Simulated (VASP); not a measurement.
# CuSb2 (P-3m1) in VASP: a series of runs

The runs below take CuSb2 through single point, with PBE.

Program: VASP 6.6.1. These are calculated values, not measurements. Logs are shortened: lines on timing, memory, paths and dates and some standing lists are left out, and cuts for length are marked.

**1. The cell of the first run**

Symmetry: P-3m1, No. 164, trigonal system. The conventional cell has a = 3.965 Å, b = 3.965 Å, c = 4.847 Å, α = 90.00°, β = 90.00°, γ = 120.00°. Cu (site symmetry -3m) has 6 Sb at 2.63 Å within 3.5 Å. Sb (site symmetry 3m) has 3 Cu at 2.63 Å and 6 Sb at 3.22 to 3.45 Å within 3.5 Å.

**2. Single point, PBE (22.00 Å³/atom)**

Contents of INCAR:

```
SYSTEM = CuSb2
PREC = Accurate
ENCUT = 520
EDIFF = 1E-6
ISMEAR = 0
SIGMA = 0.05
LREAL = .False.
LASPH = .True.
NELM = 100
ALGO = Normal
ISIF = 2
LWAVE = .False.
LCHARG = .False.
GGA = PE
NBANDS = 18
```

Contents of KPOINTS:

```
Automatic mesh
0
Gamma
  10 10 8
  0 0 0
```

Contents of POSCAR:

```
CuSb2
1.0
    3.9653021200      0.0000000000      0.0000000000
   -1.9826510600      3.4340523696      0.0000000000
    0.0000000000      0.0000000000      4.8467032117
Cu Sb
1 2
Direct
    0.0000000000      0.0000000000      0.0000000000
    0.3333333333      0.6666666667      0.2665109401
    0.6666666667      0.3333333333      0.7334890599
```

Potentials or basis: VASP PAW PBE potentials, release 64 (Cu, Sb).

Run with:

```sh
$ cat potpaw_PBE.64/Cu/POTCAR potpaw_PBE.64/Sb/POTCAR > POTCAR
$ mpirun -np 1 vasp_std > vasp.out
```

OUTCAR:

```text
SYSTEM = CuSb2
   PREC = Accurate
   ENCUT = 520
   EDIFF = 1E-6
   ISMEAR = 0
   LREAL = .False.
   LASPH = .True.
   NELM = 100
   ISIF = 2
   GGA = PE

 ion  position               nearest neighbor table
   1  0.000  0.000  0.000-   2 2.63   3 2.63   2 2.63   3 2.63   3 2.63   2 2.63
   2  0.333  0.667  0.267-   1 2.63   1 2.63   1 2.63   3 3.22   3 3.22   3 3.22   3 3.45   3 3.45
                             3 3.45
   3  0.667  0.333  0.733-   1 2.63   1 2.63   1 2.63   2 3.22   2 3.22   2 3.22   2 3.45   2 3.45
                             2 3.45

  LATTYP: Found a hexagonal cell.
 ALAT       =     3.9653021200
 C/A-ratio  =     1.2222784204

  Lattice vectors:

 A1 = (   3.9653021200,   0.0000000000,   0.0000000000)
 A2 = (  -1.9826510600,   3.4340523696,   0.0000000000)
 A3 = (   0.0000000000,   0.0000000000,   4.8467032117)

Analysis of symmetry for initial positions (statically):
=====================================================================
 Subroutine PRICEL returns:
 Original cell was already a primitive cell.

 Routine SETGRP: Setting up the symmetry group for a
 hexagonal supercell.

 Subroutine GETGRP returns: Found 12 space group operations
 (whereof 12 operations were pure point group operations)
 out of a pool of 24 trial point group operations.

The static configuration has the point symmetry D_3d.

Analysis of symmetry for dynamics (positions and initial velocities):
=====================================================================
 Subroutine PRICEL returns:
 Original cell was already a primitive cell.

 Routine SETGRP: Setting up the symmetry group for a
 hexagonal supercell.

 Subroutine GETGRP returns: Found 12 space group operations
 (whereof 12 operations were pure point group operations)
 out of a pool of 24 trial point group operations.

The dynamic configuration has the point symmetry D_3d.

 Subroutine INISYM returns: Found 12 space group operations
 (whereof 12 operations are pure point group operations),
 and found     1 'primitive' translations

----------------------------------------------------------------------------------------

                                     Primitive cell

  volume of cell :      65.9978

  direct lattice vectors                    reciprocal lattice vectors
     3.965302120  0.000000000  0.000000000     0.252187594  0.145600575  0.000000000
    -1.982651060  3.434052370  0.000000000     0.000000000  0.291201150  0.000000000
     0.000000000  0.000000000  4.846703212     0.000000000  0.000000000  0.206325817

  length of vectors
     3.965302120  3.965302120  4.846703212     0.291201150  0.291201150  0.206325817

  position of ions in fractional coordinates (direct lattice)
     0.000000000  0.000000000  0.000000000
     0.333333333  0.666666667  0.266510940
     0.666666667  0.333333333  0.733489060

  ion indices of the primitive-cell ions
   primitive index   ion index
                 1           1
                 2           2
                 3           3

----------------------------------------------------------------------------------------

 KPOINTS: Automatic mesh

Automatic generation of k-mesh.
 Grid dimensions read from file:
 generate k-points for:   10   10    8

 Generating k-lattice:

  Cartesian coordinates                     Fractional coordinates (reciprocal lattice)
     0.025218759  0.014560058  0.000000000     0.100000000  0.000000000  0.000000000
     0.000000000  0.029120115  0.000000000     0.000000000  0.100000000  0.000000000
     0.000000000  0.000000000  0.025790727     0.000000000  0.000000000  0.125000000

  Length of vectors
     0.029120115  0.029120115  0.025790727

  Shift w.r.t. Gamma in fractional coordinates (k-lattice)
     0.000000000  0.000000000  0.000000000

 Subroutine IBZKPT returns following result:
 ===========================================

 Found     94 irreducible k-points:

 Following reciprocal coordinates:
            Coordinates               Weight
  0.000000  0.000000  0.000000      1.000000
  0.100000 -0.000000  0.000000      6.000000
  0.200000 -0.000000  0.000000      6.000000
  0.300000 -0.000000  0.000000      6.000000
  0.400000 -0.000000  0.000000      6.000000
  0.500000 -0.000000  0.000000      3.000000
[... 16 lines left out ...]
  0.000000  0.400000  0.125000      6.000000
  0.500000 -0.000000  0.125000      6.000000
 [... further k-points ...]
   k-points           NKPTS =     94   k-points in BZ     NKDIM =     94   number of bands    NBANDS=     18
   number of dos      NEDOS =    301   number of ions     NIONS =      3
   total plane-waves  NPLWV =  32400
   dimension x,y,z NGX =    30 NGY =   30 NGZ =   36
   dimension x,y,z NGXF=    60 NGYF=   60 NGZF=   72
   ions per type =               1   2
   NGX,Y,Z   is equivalent  to a cutoff of  12.58, 12.58, 12.35 a.u.
   NGXF,Y,Z  is equivalent  to a cutoff of  25.16, 25.16, 24.70 a.u.
 SYSTEM =  CuSb2
   PREC   = accura    normal or accurate (medium, high low for compatibility)
   ISTART =      0    job   : 0-new  1-cont  2-samecut
   ICHARG =      2    charge: 1-file 2-atom 10-const
   ISPIN  =      1    spin polarized calculation?
   LNONCOLLINEAR =      F non collinear calculations
   LSORBIT =      F    spin-orbit coupling
   LASPH  =      T    aspherical Exc in radial PAW
   ENCUT  =  520.0 eV  38.22 Ry    6.18 a.u.   7.37  7.37  9.01*2*pi/ulx,y,z
   NELM   =    100;   NELMIN=  2; NELMDL= -5     # of ELM steps
   EDIFF  = 0.1E-05   stopping-criterion for ELM
   LREAL  =      F    real-space projection
   EDIFFG = 0.1E-04   stopping-criterion for IOM
   NSW    =      0    number of steps for IOM
   IBRION =     -1    ionic relax: 0-MD 1-quasi-New 2-CG
   NFREE  =      0    steps in history (QN), initial steepest desc. (CG)
   ISIF   =      2    stress and relaxation
   ISYM   =      2    0-nonsym 1-usesym 2-fastsym
   POTIM  = 0.5000    time-step for ionic-motion
   TEBEG  =    0.0;   TEEND  =   0.0 temperature during run
   PSTRESS=    0.0 pullay stress
   NELECT =      21.0000    total number of electrons
   NUPDOWN=      -1.0000    fix difference up-down
   EMIN   =  10.00;   EMAX   =-10.00  energy-range for DOS
   EFERMI =   0.00;   METHOD = LEGACY
   ISMEAR =     0;   SIGMA  =   0.05  broadening in eV -4-tet -1-fermi 0-gaus
   EFERMI_NEDOS =   21; number of points for ismear=-14 and -15
   IALGO  =     38    algorithm
   IMIX   =      4    mixing-type and parameters
     AMIX     =   0.40;   BMIX     =  1.00
     AMIX_MAG =   1.60;   BMIX_MAG =  1.00
  volume/ion in A,a.u.               =      22.00       148.46
  Fermi-wavevector in a.u.,A,eV,Ry     =   1.117647  2.112047 16.995516  1.249135
  Thomas-Fermi vector in A             =   2.254272
   LORBIT       =      0    0 simple, 1 ext, 2 COOP (PROOUT), +10 PAW based schemes
   GGA     = PE    functional components
   LHFCALC =     F    Hartree Fock is set to
   AEXX    =    0.0000 exact exchange contribution
   IVDW    =     0    specifies the selected vdW correction
   LEPSILON=     F    determine dielectric tensor
   LRPA    =     F    only Hartree local field effects (RPA)
 non-spin polarized calculation
 Gauss-broadening in eV      SIGMA  =   0.05
  energy-cutoff  :      520.00
  volume of cell :       66.00
 maximum number of plane-waves:      1803
 NGX is ok and might be reduce to    30
   NGX = 15   NGY = 15   NGZ = 19

 number of electron      20.9999996 magnetization

 Free energy of the ion-electron system (eV)
  ---------------------------------------------------
  ext. energy  EPLUGINS =         0.00000000
  ---------------------------------------------------
  free energy    TOTEN  =       -11.69635843 eV

  energy without entropy =      -11.69410939  energy(sigma->0) =      -11.69523391

 E-fermi :   8.1579     XC(G=0): -10.5680

 val. band max:        8.1451559126   @ k =   0.3000   0.2000   0.0000
 cond. band min:       8.1664615014   @ k =   0.1000  -0.0000   0.0000
 fundamental gap:      0.0213055888
 Fermi energy:         8.1578540421

 k-point     1 :       0.0000    0.0000    0.0000
  band No.  band energies     occupation
      1      -4.3378      2.00000
      2       0.8269      2.00000
      3       2.7845      2.00000
      4       3.9197      2.00000
      5       3.9197      2.00000
      6       4.6396      2.00000
[... 10 lines left out ...]
     17      15.2276      0.00000
     18      17.6801      0.00000

 k-point     2 :       0.1000   -0.0000    0.0000
  band No.  band energies     occupation
      1      -4.2180      2.00000
      2       0.7844      2.00000
      3       2.9040      2.00000
      4       3.9471      2.00000
      5       3.9667      2.00000
      6       4.6292      2.00000
[... 10 lines left out ...]
     17      15.1492      0.00000
     18      16.6850      0.00000

 k-point     3 :       0.2000   -0.0000    0.0000
  band No.  band energies     occupation
      1      -3.8632      2.00000
      2       0.6196      2.00000
      3       3.2465      2.00000
      4       4.0256      2.00000
      5       4.0727      2.00000
      6       4.6058      2.00000
[... 10 lines left out ...]
     17      15.5573      0.00000
     18      16.2146      0.00000

 k-point     4 :       0.3000   -0.0000    0.0000
  band No.  band energies     occupation
      1      -3.2920      2.00000
      2       0.2324      2.00000
      3       3.7421      2.00000
      4       3.9126      2.00000
      5       4.1378      2.00000
      6       4.5731      2.00000
[... 10 lines left out ...]
     17      15.3739      0.00000
     18      16.2376      0.00000

 k-point     5 :       0.4000   -0.0000    0.0000
  band No.  band energies     occupation
      1      -2.5625      2.00000
      2      -0.4291      2.00000
      3       3.3776      2.00000
      4       4.2121      2.00000
      5       4.2340      2.00000
      6       4.6366      2.00000
[... 10 lines left out ...]
     17      15.0741      0.00000
     18      18.1190      0.00000

 k-point     6 :       0.5000   -0.0000    0.0000
  band No.  band energies     occupation
      1      -2.0261      2.00000
      2      -0.9668      2.00000
      3       3.1752      2.00000
      4       4.2659      2.00000
      5       4.3324      2.00000
      6       4.6930      2.00000
[... 10 lines left out ...]
     17      14.9511      0.00000
     18      19.8327      0.00000

 k-point     7 :       0.1000    0.1000    0.0000
  band No.  band energies     occupation
      1      -3.9805      2.00000
      2       0.6832      2.00000
      3       3.1343      2.00000
      4       3.9963      2.00000
      5       4.0528      2.00000
      6       4.6002      2.00000
[... 10 lines left out ...]
     17      15.2594      0.00000
     18      16.1087      0.00000

 k-point     8 :       0.2000    0.1000    0.0000
  band No.  band energies     occupation
      1      -3.5166      2.00000
      2       0.4230      2.00000
      3       3.5497      2.00000
      4       4.0757      2.00000
      5       4.1202      2.00000
      6       4.5099      2.00000
[... 10 lines left out ...]
     17      16.0296      0.00000
     18      16.5665      0.00000
[... 229 lines left out ...]
     17      15.8640      0.00000
     18      16.2879      0.00000

 k-point    20 :       0.3000   -0.0000    0.1250
  band No.  band energies     occupation
      1      -3.1944      2.00000
      2      -0.0135      2.00000
      3       3.4570      2.00000
      4       4.1846      2.00000
      5       4.2647      2.00000
      6       4.5654      2.00000
[... 10 lines left out ...]
     17      15.8613      0.00000
     18      16.9225      0.00000

 k-point    21 :       0.0000    0.3000    0.1250
  band No.  band energies     occupation
      1      -3.2057      2.00000
      2       0.1089      2.00000
      3       3.1602      2.00000
      4       4.0460      2.00000
      5       4.0869      2.00000
      6       4.5824      2.00000
[... 10 lines left out ...]
     17      16.2530      0.00000
     18      16.5597      0.00000

 k-point    22 :       0.4000   -0.0000    0.1250
  band No.  band energies     occupation
      1      -2.4659      2.00000
      2      -0.5133      2.00000
      3       3.2468      2.00000
      4       4.2492      2.00000
      5       4.3294      2.00000
      6       4.5796      2.00000
[... 10 lines left out ...]
     17      16.2456      0.00000
     18      18.2048      0.00000

 k-point    23 :       0.0000    0.4000    0.1250
  band No.  band energies     occupation
      1      -2.4927      2.00000
      2      -0.3907      2.00000
      3       2.9803      2.00000
      4       3.9560      2.00000
      5       4.1736      2.00000
      6       4.6569      2.00000
[... 10 lines left out ...]
     17      16.2723      0.00000
     18      18.2314      0.00000

 k-point    24 :       0.5000   -0.0000    0.1250
  band No.  band energies     occupation
      1      -1.9553      2.00000
      2      -0.9328      2.00000
      3       2.9823      2.00000
      4       4.2050      2.00000
      5       4.2319      2.00000
      6       4.6899      2.00000
[... 10 lines left out ...]
     17      16.1777      0.00000
     18      19.9125      0.00000

 [... further k-points ...]

------------------------ aborting loop because EDIFF is reached ----------------------------------------

  FORCE on cell =-STRESS in cart. coord.  units (eV):
  Direction    XX          YY          ZZ          XY          YZ          ZX
  --------------------------------------------------------------------------------------
  -------------------------------------------------------------------------------------
  Total        1.5545311      1.5545311      1.5075681      0.0000000      0.0000000      0.0000000
  in kB       37.7381301     37.7381301     36.5980470      0.0000000      0.0000000      0.0000000
  external PRESSURE =      37.3581024 kB  Pullay stress =       0.0000000 kB

 VOLUME and BASIS-vectors are now :
 -----------------------------------------------------------------------------
  energy-cutoff  :      520.00
  volume of cell :       66.00
      direct lattice vectors                 reciprocal lattice vectors
     3.965302120  0.000000000  0.000000000     0.252187594  0.145600575  0.000000000
    -1.982651060  3.434052370  0.000000000     0.000000000  0.291201150  0.000000000
     0.000000000  0.000000000  4.846703212     0.000000000  0.000000000  0.206325817

 POSITION                                       TOTAL-FORCE (eV/Angst)
 -----------------------------------------------------------------------------------
      0.00000      0.00000      0.00000        -0.000000     -0.000000      0.000000
     -0.00000      2.28937      1.29170        -0.000000      0.000000      0.023488
      1.98265      1.14468      3.55500         0.000000     -0.000000     -0.023488
 -----------------------------------------------------------------------------------
    total drift:                                0.000000     -0.000000     -0.000000

  FREE ENERGIE OF THE ION-ELECTRON SYSTEM (eV)
  ---------------------------------------------------
  free  energy   TOTEN  =       -11.6963584250 eV

  energy  without entropy=      -11.6941093874  energy(sigma->0) =      -11.69523391
```

Run time: 58 s. Hardware: 1 thread of Intel Xeon 6975P-C (Granite Rapids), shared host; peak memory 0.25 GiB.

What came out:

| Property | Result |
| --- | --- |
| Free energy | -11.6964 eV |
| Pressure | 3.7 GPa |
| Largest force | 0.023 eV/Å |
| Band gap on the k mesh | zero (an odd number of electrons rules out a gap without spin polarisation) |

Forces in eV/Å, atoms in the order of the input:
```
Cu   0.000  0.000  0.000
Sb   0.000  0.000  0.023
Sb   0.000  0.000 -0.023
```

Stress tensor (GPa, compression positive):
```
3.77 0.00 0.00
0.00 3.77 0.00
0.00 0.00 3.66
```

Levels at points of the mesh, in eV from the Fermi level:
```tsv
k point	band 8	band 9	band 10	band 11	band 12	band 13	band 14	band 15
(0.00, 0.00, 0.00)	-2.83	0.85	0.85	1.32	1.32	3.37	4.93	5.08
(0.50, 0.00, 0.00)	-2.46	-2.44	-2.32	-1.71	0.02	3.07	3.53	6.27
(0.00, 0.00, 0.50)	0.37	0.59	0.59	0.92	2.25	2.25	4.95	4.95
(0.50, 0.00, 0.50)	-3.40	-3.21	-0.97	0.26	1.06	1.48	6.10	6.43
```

Caveat: the cell stands under pressure; spin-orbit coupling is left out, which moves the levels of the heavy elements.

**3. Single point, PBE (22.35 Å³/atom)**

This run uses another cell than the first one, of 22.35 Å³/atom.

Contents of INCAR:

```
SYSTEM = CuSb2
PREC     = Accurate       ! precision mode
ENCUT    = 520            ! plane-wave cutoff, eV
EDIFF    = 1E-7           ! SCF threshold, eV
ISMEAR   = 0              ! smearing method
SIGMA    = 0.05           ! smearing width, eV
LREAL    = .False.        ! projectors in reciprocal space
LASPH    = .True.         ! aspherical terms in the spheres
NELM     = 100            ! most SCF steps
ALGO     = Normal         ! electronic algorithm
ISIF     = 2              ! what is computed and relaxed
LWAVE    = .False.        ! write WAVECAR
LCHARG   = .False.        ! write CHGCAR
GGA      = PE             ! functional
NBANDS   = 18             ! bands
```

Contents of KPOINTS:

```
regular mesh
0
Gamma
  10 10 8
  0 0 0
```

Contents of POSCAR:

```
CuSb2
1.0
    3.9839781940      0.0000000000      0.0000000000
   -1.9919890970      3.4502263242      0.0000000000
    0.0000000000      0.0000000000      4.8775812222
Cu Sb
1 2
Direct
    0.0000000000      0.0000000000      0.0000000000
    0.3333333333      0.6666666667      0.2644950049
    0.6666666667      0.3333333333      0.7355049951
```

Potentials or basis: VASP PAW PBE potentials, release 64 (Cu, Sb).

Run with:

```sh
$ cat potpaw_PBE.64/Cu/POTCAR potpaw_PBE.64/Sb/POTCAR > POTCAR
$ mpirun -np 1 vasp_std > vasp.out
```

It took 60 s on 1 thread of Intel Xeon 6975P-C (Granite Rapids), shared host; peak memory 0.25 GiB.

It converged, with:

* Free energy: -11.7168 eV
* Pressure: 2.6 GPa
* Largest force: 0.020 eV/Å
* Band gap on the k mesh: zero (an odd number of electrons rules out a gap without spin polarisation)

Forces in eV/Å, atoms in the order of the input:
```
Cu   0.000  0.000  0.000
Sb   0.000  0.000  0.020
Sb   0.000  0.000 -0.020
```

Stress tensor (GPa, compression positive):
```
2.64 0.00 0.00
0.00 2.64 0.00
0.00 0.00 2.54
```

Levels at points of the mesh, in eV from the Fermi level:
| k point | band 7 | band 8 | band 9 | band 10 | band 11 | band 12 | band 13 | band 14 | band 15 | band 16 |
| --- | --- | --- | --- | --- | --- | --- | --- | --- | --- | --- |
| (0.00, 0.00, 0.00) | -3.48 | -2.79 | 0.86 | 0.86 | 1.29 | 1.29 | 3.39 | 4.81 | 5.02 | 7.01 |
| (0.50, 0.00, 0.00) | -3.37 | -2.41 | -2.39 | -2.33 | -1.71 | 0.05 | 3.06 | 3.45 | 6.25 | 6.42 |
| (0.00, 0.00, 0.50) | -3.49 | 0.34 | 0.60 | 0.60 | 0.83 | 2.19 | 2.19 | 4.95 | 4.95 | 5.01 |
| (0.50, 0.00, 0.50) | -3.44 | -3.37 | -3.18 | -0.99 | 0.31 | 1.06 | 1.44 | 6.00 | 6.37 | 8.12 |

Caveat: spin-orbit coupling is left out, which moves the levels of the heavy elements.
